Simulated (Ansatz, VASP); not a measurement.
## One calculation of LiCl, two programs

Contents of INCAR:

```
PREC     = Accurate       # precision mode
ENCUT    = 520            # plane-wave cutoff, eV
EDIFF    = 1E-6           # SCF threshold, eV
ISMEAR   = 0              # smearing method
SIGMA    = 0.05           # smearing width, eV
LREAL    = F              # projectors in reciprocal space
LASPH    = T              # aspherical terms in the spheres
NELM     = 100            # most SCF steps
ALGO     = Normal         # electronic algorithm
ISIF     = 2              # what is computed and relaxed
LWAVE    = F              # write WAVECAR
LCHARG   = F              # write CHGCAR
GGA      = CA             # functional
NBANDS   = 18             # bands
```

Contents of KPOINTS:

```
regular mesh
0
Gamma
  9 9 4
```

The input POSCAR:

```
LiCl
1.0
    3.7286380979      0.0000000000      0.0000000000
   -1.8643190490      3.2290953143      0.0000000000
    0.0000000000      0.0000000000      6.0393029500
Li Cl
2 2
Direct
    0.6666666667      0.3333333333      0.8760170000
    0.3333333333      0.6666666667      0.3760170000
    0.6666666667      0.3333333333      0.4989840000
    0.3333333333      0.6666666667      0.9989840000
```

Input for Ansatz:

```yaml
crystal:
  lattice:
    - [3.7286380979, 0.0, 0.0]
    - [-1.864319049, 3.2290953143, 0.0]
    - [0.0, 0.0, 6.03930295]
  atoms:
    - { symbol: Li, position: [0.6666666667, 0.3333333333, 0.876017] }
    - { symbol: Li, position: [0.3333333333, 0.6666666667, 0.376017] }
    - { symbol: Cl, position: [0.6666666667, 0.3333333333, 0.498984] }
    - { symbol: Cl, position: [0.3333333333, 0.6666666667, 0.998984] }
basis:
  ecutwfc: 420
kpoints:
  mp_grid: { grid: [9, 9, 4] }
hamiltonian:
  xc: lda
scf:
  occupations: { method: gaussian, width: 0.05 }
output:
  forces: true
  stress: true
  eigenvalues: true
  write_density: true
  write_potential: true
  elf: true
  volumetric_format: npy
```

Change from the starting cell: strain -0.050 along x and y, -0.050 along z, atoms carried along.

Alike in both runs: task single point; functional LDA; k mesh 9 × 9 × 4; occupations gaussian, width 0.05 eV; no spin polarisation.

|  | VASP | Ansatz |
| --- | --- | --- |
| version | VASP 6.6.1 | Ansatz 0.2.0 |
| potentials or method | VASP PAW LDA potentials, release 64 (Li_sv, Cl), cutoff 520 eV | scalar-relativistic, plane waves, PAW |
| valence electrons in the cell | 20 | 20 |

```csv
,VASP,Ansatz,Ansatz less VASP
gap on the k mesh at the Fermi level (eV),6.07,6.06,-0.011
least direct gap on the mesh (eV),6.07,6.06,-0.011
rms of the force components (eV/Å),0.012,0.012,0.0000
```

LDA's correlation is that of Perdew and Zunger in VASP and of Perdew and Wang (1992) in Ansatz. Atom by atom the forces differ by 0.000 eV/Å (rms over components).

Noted on VASP's run: the cutoff is short for stress, so the pressure is rough.
